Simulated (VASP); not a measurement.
# ZnCu (R3m) in VASP: single point with LDA

Aim: the single point of ZnCu with LDA.

Program: VASP 6.6.1. These are calculated values, not measurements. Logs are shortened: lines on timing, memory, paths and dates and some standing lists are left out, and cuts for length are marked.

### Step 1. The cell of the first run

The structure is trigonal, space group R3m (No. 160). Conventional cell: a = 4.165 Å, b = 4.165 Å, c = 5.101 Å, α = 90.00°, β = 90.00°, γ = 120.00°. Within 3.3 Å of Zn (site symmetry 3m) lie 8 Cu at 2.48 to 2.63 Å and 6 Zn at 2.94 Å. Cu (site symmetry 3m) has 8 Zn at 2.48 to 2.63 Å and 6 Cu at 2.94 Å within 3.3 Å.

### Step 2. Single point, LDA

Contents of INCAR:

```
PREC     = Accurate       # precision mode
ENCUT    = 820            # plane-wave cutoff, eV
EDIFF    = 1E-6           # SCF threshold, eV
ISMEAR   = 0              # smearing method
SIGMA    = 0.15           # smearing width, eV
LREAL    = F              # projectors in reciprocal space
LASPH    = T              # aspherical terms in the spheres
NELM     = 120            # most SCF steps
ALGO     = Normal         # electronic algorithm
ISIF     = 2              # what is computed and relaxed
LWAVE    = F              # write WAVECAR
LCHARG   = T              # write CHGCAR
LELF     = T              # ELF
LVHAR    = T            
NBANDS   = 22             # bands
GGA_COMPAT= F
```

Contents of KPOINTS:

```
Automatic mesh
0
Gamma
  16 16 16
```

Contents of POSCAR:

```
ZnCu
1.0
    2.9450000000      0.0000000000      0.0000000000
    0.0000000000      2.9450000000      0.0000000000
    0.0000000000      0.0000000000      2.9450000000
Zn Cu
1 1
Direct
    0.4852966824      0.4852966824      0.4852966824
    0.0000000000      0.0000000000      0.0000000000
```

Potentials or basis: VASP PAW LDA potentials, release 64 (Zn, Cu_sv_GW).

Started as:

```sh
cat potpaw_LDA.64/Zn/POTCAR potpaw_LDA.64/Cu_sv_GW/POTCAR > POTCAR
mpirun -np 1 vasp_std > vasp.out
```

OUTCAR:

```text
PREC = Accurate
   ENCUT = 820
   EDIFF = 1E-6
   ISMEAR = 0
   LREAL = F
   LASPH = T
   NELM = 120
   ISIF = 2

 ion  position               nearest neighbor table
   1  0.485  0.485  0.485-   2 2.48   2 2.53   2 2.53   2 2.53   2 2.58   2 2.58   2 2.58   2 2.63

   2  0.000  0.000  0.000-   1 2.48   1 2.53   1 2.53   1 2.53   1 2.58   1 2.58   1 2.58   1 2.63

  LATTYP: Found a simple cubic cell.
 ALAT       =     2.9450000000

  Lattice vectors:

 A1 = (   2.9450000000,   0.0000000000,   0.0000000000)
 A2 = (   0.0000000000,   2.9450000000,   0.0000000000)
 A3 = (   0.0000000000,   0.0000000000,   2.9450000000)

Analysis of symmetry for initial positions (statically):
=====================================================================
 Subroutine PRICEL returns:
 Original cell was already a primitive cell.

 Routine SETGRP: Setting up the symmetry group for a
 simple cubic supercell.

 Subroutine GETGRP returns: Found  6 space group operations
 (whereof  6 operations were pure point group operations)
 out of a pool of 48 trial point group operations.

The static configuration has the point symmetry C_3v.

Analysis of symmetry for dynamics (positions and initial velocities):
=====================================================================
 Subroutine PRICEL returns:
 Original cell was already a primitive cell.

 Routine SETGRP: Setting up the symmetry group for a
 simple cubic supercell.

 Subroutine GETGRP returns: Found  6 space group operations
 (whereof  6 operations were pure point group operations)
 out of a pool of 48 trial point group operations.

The dynamic configuration has the point symmetry C_3v.

 Subroutine INISYM returns: Found  6 space group operations
 (whereof  6 operations are pure point group operations),
 and found     1 'primitive' translations

----------------------------------------------------------------------------------------

                                     Primitive cell

  volume of cell :      25.5421

  direct lattice vectors                    reciprocal lattice vectors
     2.945000000  0.000000000  0.000000000     0.339558574  0.000000000  0.000000000
     0.000000000  2.945000000  0.000000000     0.000000000  0.339558574  0.000000000
     0.000000000  0.000000000  2.945000000     0.000000000  0.000000000  0.339558574

  length of vectors
     2.945000000  2.945000000  2.945000000     0.339558574  0.339558574  0.339558574

  position of ions in fractional coordinates (direct lattice)
     0.485296682  0.485296682  0.485296682
     0.000000000  0.000000000  0.000000000

  ion indices of the primitive-cell ions
   primitive index   ion index
                 1           1
                 2           2

----------------------------------------------------------------------------------------

 KPOINTS: Automatic mesh

Automatic generation of k-mesh.
 Grid dimensions read from file:
 generate k-points for:   16   16   16

 Generating k-lattice:

  Cartesian coordinates                     Fractional coordinates (reciprocal lattice)
     0.021222411  0.000000000  0.000000000     0.062500000  0.000000000  0.000000000
     0.000000000  0.021222411  0.000000000     0.000000000  0.062500000  0.000000000
     0.000000000  0.000000000  0.021222411     0.000000000  0.000000000  0.062500000

  Length of vectors
     0.021222411  0.021222411  0.021222411

  Shift w.r.t. Gamma in fractional coordinates (k-lattice)
     0.000000000  0.000000000  0.000000000

 Subroutine IBZKPT returns following result:
 ===========================================

 Found    417 irreducible k-points:

 Following reciprocal coordinates:
            Coordinates               Weight
  0.000000  0.000000  0.000000      1.000000
  0.062500  0.000000  0.000000      6.000000
  0.125000  0.000000  0.000000      6.000000
  0.187500  0.000000  0.000000      6.000000
  0.250000  0.000000  0.000000      6.000000
  0.312500  0.000000  0.000000      6.000000
[... 16 lines left out ...]
 -0.062500  0.437500  0.000000     12.000000
  0.500000  0.062500  0.000000     12.000000
 [... further k-points ...]
   k-points           NKPTS =    417   k-points in BZ     NKDIM =    417   number of bands    NBANDS=     22
   number of dos      NEDOS =    301   number of ions     NIONS =      2
   total plane-waves  NPLWV =  21952
   dimension x,y,z NGX =    28 NGY =   28 NGZ =   28
   dimension x,y,z NGXF=    56 NGYF=   56 NGZF=   56
   ions per type =               1   1
   NGX,Y,Z   is equivalent  to a cutoff of  15.81, 15.81, 15.81 a.u.
   NGXF,Y,Z  is equivalent  to a cutoff of  31.61, 31.61, 31.61 a.u.
 SYSTEM =  unknown system
   PREC   = accura    normal or accurate (medium, high low for compatibility)
   ISTART =      0    job   : 0-new  1-cont  2-samecut
   ICHARG =      2    charge: 1-file 2-atom 10-const
   ISPIN  =      1    spin polarized calculation?
   LNONCOLLINEAR =      F non collinear calculations
   LSORBIT =      F    spin-orbit coupling
   LASPH  =      T    aspherical Exc in radial PAW
   ENCUT  =  820.0 eV  60.27 Ry    7.76 a.u.   6.88  6.88  6.88*2*pi/ulx,y,z
   NELM   =    120;   NELMIN=  2; NELMDL= -5     # of ELM steps
   EDIFF  = 0.1E-05   stopping-criterion for ELM
   LREAL  =      F    real-space projection
   EDIFFG = 0.1E-04   stopping-criterion for IOM
   NSW    =      0    number of steps for IOM
   IBRION =     -1    ionic relax: 0-MD 1-quasi-New 2-CG
   NFREE  =      0    steps in history (QN), initial steepest desc. (CG)
   ISIF   =      2    stress and relaxation
   ISYM   =      2    0-nonsym 1-usesym 2-fastsym
   POTIM  = 0.5000    time-step for ionic-motion
   TEBEG  =    0.0;   TEEND  =   0.0 temperature during run
   PSTRESS=    0.0 pullay stress
   NELECT =      31.0000    total number of electrons
   NUPDOWN=      -1.0000    fix difference up-down
   EMIN   =  10.00;   EMAX   =-10.00  energy-range for DOS
   EFERMI =   0.00;   METHOD = LEGACY
   ISMEAR =     0;   SIGMA  =   0.15  broadening in eV -4-tet -1-fermi 0-gaus
   EFERMI_NEDOS =   21; number of points for ismear=-14 and -15
   IALGO  =     38    algorithm
   IMIX   =      4    mixing-type and parameters
     AMIX     =   0.40;   BMIX     =  1.00
     AMIX_MAG =   1.60;   BMIX_MAG =  1.00
  volume/ion in A,a.u.               =      12.77        86.18
  Fermi-wavevector in a.u.,A,eV,Ry     =   1.746265  3.299962 41.490160  3.049441
  Thomas-Fermi vector in A             =   2.817792
   LORBIT       =      0    0 simple, 1 ext, 2 COOP (PROOUT), +10 PAW based schemes
   GGA     = CA    functional components
   LHFCALC =     F    Hartree Fock is set to
   AEXX    =    0.0000 exact exchange contribution
   IVDW    =     0    specifies the selected vdW correction
   LEPSILON=     F    determine dielectric tensor
   LRPA    =     F    only Hartree local field effects (RPA)
 non-spin polarized calculation
 Gauss-broadening in eV      SIGMA  =   0.15
  energy-cutoff  :      820.00
  volume of cell :       25.54
 maximum number of plane-waves:      1406
   NGX = 13   NGY = 13   NGZ = 13

 number of electron      30.9999983 magnetization

 Free energy of the ion-electron system (eV)
  ---------------------------------------------------
  ext. energy  EPLUGINS =         0.00000000
  ---------------------------------------------------
  free energy    TOTEN  =        -6.87871212 eV

  energy without entropy =       -6.87198809  energy(sigma->0) =       -6.87535011

 E-fermi :   5.2269     XC(G=0): -13.0912

 val. band max:        5.2240766602   @ k =   0.4375   0.4375   0.3125
 cond. band min:       5.2285520284   @ k =  -0.4375   0.4375   0.3125
 fundamental gap:      0.0044753682
 Fermi energy:         5.2269065461

 k-point     1 :       0.0000    0.0000    0.0000
  band No.  band energies     occupation
      1    -106.6828      2.00000
      2     -64.6423      2.00000
      3     -64.6406      2.00000
      4     -64.6406      2.00000
      5      -5.1228      2.00000
      6      -2.6749      2.00000
[... 14 lines left out ...]
     21      17.2916      0.00000
     22      28.8063      0.00000

 k-point     2 :       0.0625    0.0000    0.0000
  band No.  band energies     occupation
      1    -106.6827      2.00000
      2     -64.6424      2.00000
      3     -64.6408      2.00000
      4     -64.6405      2.00000
      5      -5.0520      2.00000
      6      -2.6669      2.00000
[... 14 lines left out ...]
     21      17.8142      0.00000
     22      27.9390      0.00000

 k-point     3 :       0.1250    0.0000    0.0000
  band No.  band energies     occupation
      1    -106.6826      2.00000
      2     -64.6429      2.00000
      3     -64.6411      2.00000
      4     -64.6404      2.00000
      5      -4.8413      2.00000
      6      -2.6439      2.00000
[... 14 lines left out ...]
     21      19.5389      0.00000
     22      26.4810      0.00000

 k-point     4 :       0.1875    0.0000    0.0000
  band No.  band energies     occupation
      1    -106.6825      2.00000
      2     -64.6444      2.00000
      3     -64.6412      2.00000
      4     -64.6403      2.00000
      5      -4.4971      2.00000
      6      -2.6090      2.00000
[... 14 lines left out ...]
     21      21.7408      0.00000
     22      24.7746      0.00000

 k-point     5 :       0.2500    0.0000    0.0000
  band No.  band energies     occupation
      1    -106.6823      2.00000
      2     -64.6461      2.00000
      3     -64.6410      2.00000
      4     -64.6400      2.00000
      5      -4.0349      2.00000
      6      -2.5672      2.00000
[... 417 lines left out ...]
 k-point    22 :       0.4375    0.0625    0.0000
  band No.  band energies     occupation
      1    -106.6821      2.00000
      2     -64.6511      2.00000
      3     -64.6411      2.00000
      4     -64.6399      2.00000
      5      -2.7200      2.00000
      6      -2.4534      2.00000
[... 14 lines left out ...]
     21      18.9090      0.00000
     22      19.9786      0.00000

 k-point    23 :      -0.0625    0.4375    0.0000
  band No.  band energies     occupation
      1    -106.6821      2.00000
      2     -64.6510      2.00000
      3     -64.6411      2.00000
      4     -64.6399      2.00000
      5      -2.7203      2.00000
      6      -2.4535      2.00000
[... 14 lines left out ...]
     21      18.9092      0.00000
     22      19.9468      0.00000

 k-point    24 :       0.5000    0.0625    0.0000
  band No.  band energies     occupation
      1    -106.6822      2.00000
      2     -64.6515      2.00000
      3     -64.6411      2.00000
      4     -64.6399      2.00000
      5      -2.6534      2.00000
      6      -2.4443      2.00000
[... 14 lines left out ...]
     21      19.1492      0.00000
     22      20.0945      0.00000

 [... further k-points ...]

------------------------ aborting loop because EDIFF is reached ----------------------------------------

  FORCE on cell =-STRESS in cart. coord.  units (eV):
  Direction    XX          YY          ZZ          XY          YZ          ZX
  --------------------------------------------------------------------------------------
  -------------------------------------------------------------------------------------
  Total       -1.5976511     -1.5976511     -1.5976511      0.0328613      0.0328613      0.0328613
  in kB     -100.2158982   -100.2158982   -100.2158982      2.0612912      2.0612912      2.0612912
  external PRESSURE =    -100.2158982 kB  Pullay stress =       0.0000000 kB

 VOLUME and BASIS-vectors are now :
 -----------------------------------------------------------------------------
  energy-cutoff  :      820.00
  volume of cell :       25.54
      direct lattice vectors                 reciprocal lattice vectors
     2.945000000  0.000000000  0.000000000     0.339558574  0.000000000  0.000000000
     0.000000000  2.945000000  0.000000000     0.000000000  0.339558574  0.000000000
     0.000000000  0.000000000  2.945000000     0.000000000  0.000000000  0.339558574

 POSITION                                       TOTAL-FORCE (eV/Angst)
 -----------------------------------------------------------------------------------
      1.42920      1.42920      1.42920         0.174097      0.174097      0.174097
      0.00000      0.00000      0.00000        -0.174097     -0.174097     -0.174097
 -----------------------------------------------------------------------------------
    total drift:                                0.001059      0.001059      0.001059

  FREE ENERGIE OF THE ION-ELECTRON SYSTEM (eV)
  ---------------------------------------------------
  free  energy   TOTEN  =        -6.8787121175 eV

  energy  without entropy=       -6.8719880929  energy(sigma->0) =       -6.87535011
```

Wall time 2.7 min (1 thread of Intel Xeon 6975P-C (Granite Rapids), shared host); peak memory 0.62 GiB.

Results:

```yaml
Free_energy: -6.8787 eV
Pressure: -10.0 GPa
Largest_force: 0.302 eV/Å
Band_gap_on_the_k_mesh: zero (an odd number of electrons rules out a gap without spin polarisation)
```

Forces in eV/Å, atoms in the order of the input:
```
Zn   0.174  0.174  0.174
Cu  -0.174 -0.174 -0.174
```

Levels at points of the mesh, in eV from the Fermi level:
| k point | band 13 | band 14 | band 15 | band 16 | band 17 | band 18 | band 19 | band 20 |
| --- | --- | --- | --- | --- | --- | --- | --- | --- |
| (0.00, 0.00, 0.00) | -2.74 | -2.74 | -2.74 | 6.17 | 6.17 | 6.17 | 11.39 | 11.39 |
| (0.50, 0.00, 0.00) | -3.29 | -3.29 | -2.81 | -2.00 | 11.59 | 11.60 | 12.29 | 12.31 |
| (0.50, 0.50, 0.00) | -2.89 | -2.49 | -1.87 | -1.87 | 1.74 | 2.05 | 13.79 | 15.53 |
| (0.50, 0.50, 0.50) | -2.47 | -2.47 | 3.69 | 4.13 | 4.27 | 4.27 | 4.65 | 4.65 |

Caveat: the cell differs from its parent crystal (all Zn atoms moved +0.075 Å, as atom 1 towards its neighbour atom 2 (Cu) at 2.550 Å); the cell stands under tension.
